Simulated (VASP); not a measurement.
Here is a VASP 6.6.1 calculation.

INCAR

```
ALGO = Normal
EDIFF = 1E-6
ENCUT = 600
GGA_COMPAT = False
ISIF = 2
ISMEAR = 0
LASPH = True
LCHARG = False
LMAXMIX = 4
LORBIT = 11
LORBMOM = True
LREAL = False
LSORBIT = True
LWAVE = False
MAGMOM = 0 0 0 0 0 0
NBANDS = 28
NELM = 200
PREC = Accurate
SIGMA = 0.05
```

Contents of KPOINTS:

```
k-points
0
Gamma
  8 8 8
```

File POSCAR:

```
TaN
1.0
    0.0000000000      2.2147289931      2.2147289931
    2.2147289931      0.0000000000      2.2147289931
    2.2147289931      2.2147289931      0.0000000000
Ta N
1 1
Direct
    0.5000000000      0.5000000000      0.5000000000
    0.0000000000      0.0000000000      0.0000000000
```

Potentials or basis: VASP PAW LDA potentials, release 64 (Ta_pv, N).

Launch:

```sh
$ cat potpaw_LDA.64/Ta_pv/POTCAR potpaw_LDA.64/N/POTCAR > POTCAR
$ mpirun -np 1 vasp_ncl > vasp.out
```

(1) What does it give for the net moment?

(2) Predict the pressure.

## Answers

(1) 0.00 μB per cell.

(2) -16.0 GPa.
